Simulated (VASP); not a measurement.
Write the native input for VASP 6.6.1 that does the following.

```yaml
Task: single point
Functional: PBE
Potentials_or_basis: VASP PAW PBE potentials, release 64 (Al, B, As)
Cutoff: 520 eV
k_mesh: 6 × 6 × 4
Occupations: gaussian, width 0.1 eV
Spin: no spin polarisation
Dipole_correction: no
Further_INCAR_settings: ALGO = Normal; EDIFF = 1e-06; NBANDS = 20
```

The structure of Al3BAs2 lies in POSCAR:

```
Al3BAs2
1.0
    4.3762684900      0.0000000000      0.0000000000
   -2.1881342400      3.7899596800      0.0000000000
    0.0000000000      0.0000000000      7.0220412900
Al B As
3 1 2
Direct
    0.3333333300      0.6666666700      0.6460000300
    0.6666666700      0.3333333300      0.3539999700
    0.0000000000      0.0000000000      0.5000000000
    0.0000000000      0.0000000000      0.0000000000
    0.3333333300      0.6666666700      0.2557500000
    0.6666666700      0.3333333300      0.7442500000
```

One way to write it, as run:

INCAR

```
PREC     = Accurate       # precision mode
ENCUT    = 520            # plane-wave cutoff, eV
EDIFF    = 1E-6           # SCF threshold, eV
ISMEAR   = 0              # smearing method
SIGMA    = 0.1            # smearing width, eV
LREAL    = False          # projectors in reciprocal space
LASPH    = True           # aspherical terms in the spheres
NELM     = 60             # most SCF steps
ALGO     = Normal         # electronic algorithm
ISIF     = 2              # what is computed and relaxed
LWAVE    = False          # write WAVECAR
LCHARG   = False          # write CHGCAR
GGA      = PE             # functional
NBANDS   = 20             # bands
```

KPOINTS

```
Automatic mesh
0
Gamma
  6 6 4
```

Potentials or basis: VASP PAW PBE potentials, release 64 (Al, B, As).

Command:

```console
$ cat potpaw_PBE.64/Al/POTCAR potpaw_PBE.64/B/POTCAR potpaw_PBE.64/As/POTCAR > POTCAR
$ mpirun -np 1 vasp_std > vasp.out
```

It gave:

| Item | Value |
| --- | --- |
| Pressure | 0.5 GPa |
| Largest force | 0.498 eV/Å |
| Band gap on the k mesh | zero (band 11 reaches 6.80 eV, above the bottom of band 12 at 4.81 eV) |

It took 28 s on 1 thread of Intel(R) Xeon(R) 6975P-C (Granite Rapids), with other jobs on the host, peak memory 0.27 GiB.
